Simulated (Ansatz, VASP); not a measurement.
## Two plane-wave programs on BeS

Contents of POSCAR:

```
BeS
1.0
    0.0000000000      2.4829923550      2.3957901011
    2.4829923550      0.0000000000      2.3957901011
    2.4829923550      2.4829923550      0.0000000000
Be S
1 1
Direct
    0.0000000000      0.0000000000      0.0000000000
    0.2500000000      0.2500000000      0.2500000000
```

INCAR.step1

```
PREC     = Accurate       # precision mode
ENCUT    = 520            # plane-wave cutoff, eV
EDIFF    = 1E-5           # SCF threshold, eV
ISMEAR   = 0              # smearing method
SIGMA    = 0.01           # smearing width, eV
LREAL    = False          # projectors in reciprocal space
LASPH    = True           # aspherical terms in the spheres
NELM     = 60             # most SCF steps
ALGO     = Normal         # electronic algorithm
ISIF     = 2              # what is computed and relaxed
LWAVE    = True           # write WAVECAR
NBANDS   = 11             # bands
GGA      = PE             # functional
```

The input INCAR.step2:

```
PREC     = Accurate       # precision mode
ENCUT    = 520            # plane-wave cutoff, eV
EDIFF    = 1E-6           # SCF threshold, eV
ISMEAR   = 0              # smearing method
SIGMA    = 0.01           # smearing width, eV
LREAL    = False          # projectors in reciprocal space
LASPH    = True           # aspherical terms in the spheres
NELM     = 60             # most SCF steps
ALGO     = Normal         # electronic algorithm
ISIF     = 2              # what is computed and relaxed
LWAVE    = False          # write WAVECAR
LCHARG   = True           # write CHGCAR
GGA      = PE             # functional
LHFCALC  = True           # exact exchange
HFSCREEN = 0.2079         # screening, 1/A
PRECFOCK = Normal       
LELF     = True           # ELF
LVHAR    = True         
NBANDS   = 11             # bands
ISTART   = 1
```

KPOINTS

```
Automatic mesh
0
Gamma
  6 6 6
```

Input for Ansatz:

```yaml
crystal:
  lattice:
    - [0.0, 2.482992355, 2.3957901011]
    - [2.482992355, 0.0, 2.3957901011]
    - [2.482992355, 2.482992355, 0.0]
  atoms:
    - { symbol: Be, position: [0.0, 0.0, 0.0] }
    - { symbol: S, position: [0.25, 0.25, 0.25] }
kpoints:
  mp_grid: { grid: [6, 6, 6] }
  band_path:
    path:
      - [0.0, 0.0, 0.0]
      - [-0.5, -0.5, 0.0]
      - [-0.375, -0.375, 0.25]
      - [-0.375, 0.0, 0.375]
      - [0.0, 0.0, 0.5]
      - [-0.5, -0.25, 0.25]
      - [-0.0375, 0.0, 0.0375]
    npoints: 1
hamiltonian:
  xc: hse06
scf:
  occupations: { method: fixed }
  n_extra_bands: 4
output:
  forces: true
  stress: true
  eigenvalues: true
  write_density: true
  write_potential: true
  elf: true
  volumetric_format: npy
```

Change from the starting cell: epitaxial_xy strain +2.0%.

Alike in both runs: task single point; functional HSE06; k mesh 6 × 6 × 6; no spin polarisation.

```csv
,VASP,Ansatz
version,VASP 6.6.1,Ansatz 0.2.0
potentials or method,"VASP PAW PBE potentials, release 64 (Be, S)","plane waves, PAW"
plane-wave cutoff (eV),520,420
occupations,"gaussian, width 0.01 eV",fixed
valence electrons in the cell,8,8
```

VASP gave:

| Quantity | Value |
| --- | --- |
| gap on the k mesh at the Fermi level (eV) | 3.83 |
| pressure (GPa) | -3.2 |
| traceless stress, the component that is largest in VASP (GPa) | 2.26 |

Question: What did Ansatz give for the same quantities?

Answer: gap on the k mesh at the Fermi level (eV): 3.84; pressure (GPa): -3.1; traceless stress, the component that is largest in VASP (GPa): 2.26.

Ansatz's warnings: stress exchange threshold loose, stress scf threshold loose.
